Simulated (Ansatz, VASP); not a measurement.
**Two plane-wave programs on C**

```
C
1.0
     1.23250    0.71158    3.36139
    -1.23250    0.71158    3.36139
     0.00000   -1.42317    3.36139
C
2
Cartesian
  0.0000 -0.0150 1.6087
  0.0000 0.0150 8.4755
```

Change from the starting cell: mode 4 frozen in at -0.071 Å and mode 6 at -0.015 Å (largest displacements).

Alike in both runs: task single point; functional PBE; dispersion D3(BJ); k mesh 15 × 15 × 15; occupations gaussian, width 0.05 eV; no spin polarisation.

|  | VASP | Ansatz |
| --- | --- | --- |
| version | VASP 6.6.1 | Ansatz 0.2.0 |
| potentials or method | VASP PAW PBE potentials, release 64 (C), cutoff 520 eV | scalar-relativistic, plane waves, PAW |
| valence electrons in the cell | 8 | 8 |

Ansatz gave:

| Quantity | Value |
| --- | --- |
| gap on the k mesh at the Fermi level (eV) | 0.51 |
| least direct gap on the mesh (eV) | 0.51 |
| pressure (GPa) | -0.8 |
| traceless stress, the component that is largest in VASP (GPa) | 4.29 |
| rms of the force components (eV/Å) | 1.645 |

Task: What did VASP give for the same quantities?

Result: gap on the k mesh at the Fermi level (eV): 0.51; least direct gap on the mesh (eV): 0.51; pressure (GPa): -0.4; traceless stress, the component that is largest in VASP (GPa): 4.60; rms of the force components (eV/Å): 1.643.

Atom by atom the forces differ by 0.005 eV/Å (rms over components).
